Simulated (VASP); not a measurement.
Ir: relaxation of cell and atoms with RPBE+D3(BJ)

Ir:

```xyz
1
Lattice="0.0000 1.9156 1.9156 1.9156 0.0000 1.9156 1.9156 1.9156 0.0000" Properties=species:S:1:pos:R:3 pbc="T T T"
Ir    0.0000    0.0000    0.0000
```

```yaml
Program: VASP 6.6.1
Task: relaxation of cell and atoms
Functional: RPBE
Dispersion: D3(BJ)
Potentials_or_basis: VASP PAW PBE potentials, release 64 (Ir)
Cutoff: 600 eV
k_mesh: 12 × 12 × 12
Occupations: fermi-dirac, width 0.05 eV
Spin: no spin polarisation
Dipole_correction: no
Further_INCAR_settings: ALGO = Normal; EDIFF = 1e-07; IBRION = 2; EDIFFG = -0.02; NSW = 80; ISIF = 3
```

```yaml
Relaxed_volume: 12.99 Å³/atom
Relaxed_cell: a = 2.639 Å, b = 2.639 Å, c = 2.639 Å, α = 60.00°, β = 60.00°, γ = 60.00°
Space_group_after_relaxing_to_0.05_Å: Fm-3m (No. 225)
Energy_gained_by_relaxing: 118.0 meV/atom
Ionic_steps: 5
Pressure_after_relaxing: 0.1 GPa
Dispersion_energy_per_atom: -4.567 eV
```

Step by step:
| step | energy change (eV) | largest force (eV/Å) | pressure (GPa) | volume (Å³) |
| --- | --- | --- | --- | --- |
| 1 | 0.0000 | 0.0000 | -32.93 | 14.06 |
| 2 | 3.8535 | 0.0000 | 444.20 | 8.96 |
| 3 | -0.1143 | 0.0000 | -6.63 | 13.17 |
| 4 | -0.1173 | 0.0000 | -2.89 | 13.07 |
| 5 | -0.1180 | 0.0000 | 0.06 | 12.99 |

Final structure:
```
Ir
1.0
     0.00000    1.86600    1.86600
     1.86600    0.00000    1.86600
     1.86600    1.86600    0.00000
Ir
1
Direct
  0.00000 0.00000 0.00000
```

Levels at points of the mesh, in eV from the Fermi level:
```csv
k point,band 1,band 2,band 3,band 4,band 5,band 6,band 7,band 8
"(0.00, 0.00, 0.00)",-12.09,-4.47,-4.47,-4.47,-1.40,-1.40,14.04,20.15
"(0.50, 0.00, 0.00)",-9.08,-4.61,-4.61,-1.02,1.00,1.00,8.16,13.61
"(0.50, 0.50, 0.00)",-9.01,-8.37,0.97,1.67,1.68,1.68,11.73,12.08
```

Wall time 96 s on 1 thread of Intel Xeon 6975P-C (shared host), peak memory 0.18 GiB.

Caveat: the PAW data sets were made with another functional, which shifts forces and pressure a little; spin-orbit coupling is left out, which moves the levels of the heavy elements; pairwise dispersion overbinds metals, which lowers pressure and volume.
